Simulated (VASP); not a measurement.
**Fe2Pt: relaxation of cell and atoms with PBE**

The system is Fe2Pt.

```xyz
6
Lattice="2.6652 0.0000 0.0000 -1.3326 2.3081 0.0000 0.0000 0.0000 12.6025" Properties=species:S:1:pos:R:3 pbc="T T T"
Fe    0.0000    1.5387   11.5523
Fe    0.0000    1.5387    7.3515
Fe    1.3326    0.7694    1.0502
Fe    1.3326    0.7694    5.2510
Pt    0.0000    1.5387    3.1506
Pt    1.3326    0.7694    9.4519
```

```json
{
  "Program": "VASP 6.6.1",
  "Task": "relaxation of cell and atoms",
  "Functional": "PBE",
  "Potentials or basis": "VASP PAW PBE potentials, release 64 (Fe, Pt)",
  "Cutoff": "600 eV",
  "k mesh": "6 × 6 × 2",
  "Occupations": "gaussian, width 0.1 eV",
  "Spin": "collinear spin, ferromagnetic start",
  "Starting moments": "[4.0, 4.0, 4.0, 4.0, 0.0, 0.0] μB",
  "Dipole correction": "no",
  "Further INCAR settings": "ALGO = Fast; EDIFF = 1e-07; IBRION = 2; EDIFFG = -0.04; NSW = 90; ISIF = 3"
}
```

```
Relaxed volume                                        : 13.56 Å³/atom
Relaxed cell                                          : a = 2.681 Å, b = 2.681 Å, c = 13.075 Å, α = 90.00°, β = 90.00°, γ = 120.00°
Space group after relaxing (to 0.1 Å)                 : P6_3/mmc (No. 194)
Energy gained by relaxing                             : 41.7 meV/atom
Ionic steps                                           : 8
Pressure after relaxing                               : -0.2 GPa
Largest force after relaxing                          : 0.017 eV/Å
Net moment                                            : 11.67 μB per cell
Site moments                                          : Fe +2.81; Pt +0.21 μB
Valence electrons inside the program's atomic spheres : Fe 7.00; Pt 9.46
```

Forces on the atoms (eV/Å):
```
Fe   0.000  0.000  0.017
Fe   0.000  0.000 -0.017
Fe   0.000  0.000 -0.017
Fe   0.000  0.000  0.017
Pt   0.000  0.000  0.000
Pt   0.000  0.000  0.000
```

Stress tensor (GPa, compression positive):
```
-0.05  0.00  0.00
 0.00 -0.05  0.00
 0.00  0.00 -0.42
```

The path:
| step | energy change (eV) | largest force (eV/Å) | pressure (GPa) | volume (Å³) |
| --- | --- | --- | --- | --- |
| 1 | 0.0000 | 1.0174 | 11.22 | 77.52 |
| 2 | 0.0621 | 0.1809 | -13.33 | 88.08 |
| 3 | -0.2239 | 0.3195 | -2.11 | 82.18 |
| 4 | -0.2241 | 0.3331 | -1.81 | 82.06 |
| 5 | -0.2491 | 0.0063 | 0.67 | 81.06 |
| 6 | -0.2498 | 0.0529 | 0.29 | 81.20 |
| 7 | -0.2503 | 0.0086 | -0.27 | 81.40 |
| 8 | -0.2503 | 0.0167 | -0.17 | 81.37 |

Final structure:
```xyz
6
Lattice="2.6807 0.0000 0.0000 -1.3403 2.3215 0.0000 0.0000 0.0000 13.0751" Properties=species:S:1:pos:R:3 pbc="T T T"
Fe    0.0000    1.5477   12.0271
Fe    0.0000    1.5477    7.5856
Fe    1.3403    0.7738    1.0481
Fe    1.3403    0.7738    5.4895
Pt    0.0000    1.5477    3.2688
Pt    1.3403    0.7738    9.8063
```

Levels at points of the mesh, in eV from the Fermi level:
Spin up:
```tsv
k point	band 31	band 32	band 33	band 34	band 35	band 36
(0.00, 0.00, 0.00)	-1.19	-0.79	-0.79	-0.78	-0.78	-0.35
(0.50, 0.00, 0.00)	0.43	0.61	1.09	1.97	2.75	3.14
(0.00, 0.00, 0.50)	-1.30	-1.30	-0.79	-0.79	-0.79	-0.79
(0.50, 0.00, 0.50)	0.91	0.91	1.26	1.26	3.01	3.01
```
Spin down:
| k point | band 18 | band 19 | band 20 | band 21 | band 22 | band 23 |
| --- | --- | --- | --- | --- | --- | --- |
| (0.00, 0.00, 0.00) | -0.45 | -0.09 | -0.04 | 0.08 | 0.08 | 0.24 |
| (0.50, 0.00, 0.00) | 0.16 | 0.30 | 0.55 | 0.63 | 0.64 | 0.78 |
| (0.00, 0.00, 0.50) | -0.74 | -0.10 | -0.10 | 0.17 | 0.17 | 0.17 |
| (0.50, 0.00, 0.50) | -0.01 | 0.45 | 0.45 | 0.45 | 0.45 | 0.65 |

Run time: 26 min on 1 thread of Intel Xeon 8259CL, with other jobs on the host, peak memory 0.34 GiB.

Caveat: the k points lie up to 0.45 Å⁻¹ apart in the final cell; spin-orbit coupling is left out, which moves the levels of the heavy elements.
